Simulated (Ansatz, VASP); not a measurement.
**LiCl in VASP and in Ansatz**

```
CELL_PARAMETERS angstrom
0.00000 2.73304 2.73304
2.66034 0.00000 2.73304
2.66034 2.73304 0.00000
ATOMIC_POSITIONS crystal
Li 0.00000 0.00000 0.00000
Cl 0.25000 0.25000 0.25000
```

Change from the starting cell: uniaxial_x strain -2.7%.

Alike in both runs: task single point; functional r2SCAN; k mesh 8 × 8 × 8; no spin polarisation.

|  | VASP | Ansatz |
| --- | --- | --- |
| version | VASP 6.6.1 | Ansatz 0.2.0 |
| potentials or method | VASP PAW PBE potentials, release 64 (Li_sv, Cl) | plane waves, PAW |
| plane-wave cutoff (eV) | 520 | 500 |
| occupations | gaussian, width 0.01 eV | fixed |
| valence electrons in the cell | 10 | 10 |

```tsv
	VASP	Ansatz	Ansatz less VASP
gap on the k mesh at the Fermi level (eV)	6.84	6.78	-0.058
```

VASP's potentials were made for PBE, not for r2SCAN.

Noted on VASP's run: the cutoff is under 1.25 times that of the potentials, so the pressure is a little rough.
